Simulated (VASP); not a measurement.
Wanted: the native input for a VASP 6.6.1 run.

```yaml
Task: single point
Functional: r2SCAN
Potentials_or_basis: VASP PAW PBE potentials, release 64 (Cu, P)
Cutoff: 520 eV
k_mesh: 12 × 12 × 12
Occupations: methfessel-paxton, width 0.001 eV
Spin: no spin polarisation
Dipole_correction: no
Further_INCAR_settings: ALGO = Normal; EDIFF = 1e-06; NBANDS = 15
```

The system is CuP.

```xyz
2
Lattice="0.0000 2.4079 2.4079 2.4079 0.0000 2.4079 2.4079 2.4079 0.0000" Properties=species:S:1:pos:R:3 pbc="T T T"
Cu    2.4079    2.4079    2.4079
P     0.0000    0.0000    0.0000
```

These files were run (other wordings do the same):

POSCAR

```
CuP
1.0
    0.0000000000      2.4078627738      2.4078627738
    2.4078627738      0.0000000000      2.4078627738
    2.4078627738      2.4078627738      0.0000000000
Cu P
1 1
Direct
    0.5000000000      0.5000000000      0.5000000000
    0.0000000000      0.0000000000      0.0000000000
```

INCAR.step1

```
SYSTEM = CuP
  PREC = Accurate
  ENCUT = 520
  ISMEAR = 1
  SIGMA = 0.001
  LREAL = .FALSE.
  LASPH = .TRUE.
  NELM = 80
  NBANDS = 15
  GGA = PE
  ALGO = Normal
  EDIFF = 1E-4
  LWAVE = .TRUE.
  LCHARG = .FALSE.
```

INCAR.step2

```
SYSTEM = CuP
  PREC = Accurate
  ENCUT = 520
  EDIFF = 1E-6
  ISMEAR = 1
  SIGMA = 0.001
  LREAL = .FALSE.
  LASPH = .TRUE.
  NELM = 80
  ALGO = Normal
  ISIF = 2
  LWAVE = .FALSE.
  LCHARG = .FALSE.
  METAGGA = R2SCAN
  LMIXTAU = .TRUE.
  NBANDS = 15
  ISTART = 1
```

KPOINTS

```
Automatic mesh
0
G
  12 12 12
  0 0 0
```

Potentials or basis: VASP PAW PBE potentials, release 64 (Cu, P).

Command:

```bash
$ cat potpaw_PBE.64/Cu/POTCAR potpaw_PBE.64/P/POTCAR > POTCAR
$ cp INCAR.step1 INCAR
$ mpirun -np 1 vasp_std > vasp.out
$ cp INCAR.step2 INCAR
$ mpirun -np 1 vasp_std > vasp.out
```

It gave:

* Pressure: 0.0 GPa
* Band gap on the k mesh: zero (bands 8 and 9 overlap by 4.94 eV)

Caveat: the PAW data sets were made with another functional, which shifts forces and pressure a little.

It took 2.8 min on 1 thread of Intel Xeon 8259CL, with other jobs on the host, peak memory 0.18 GiB.
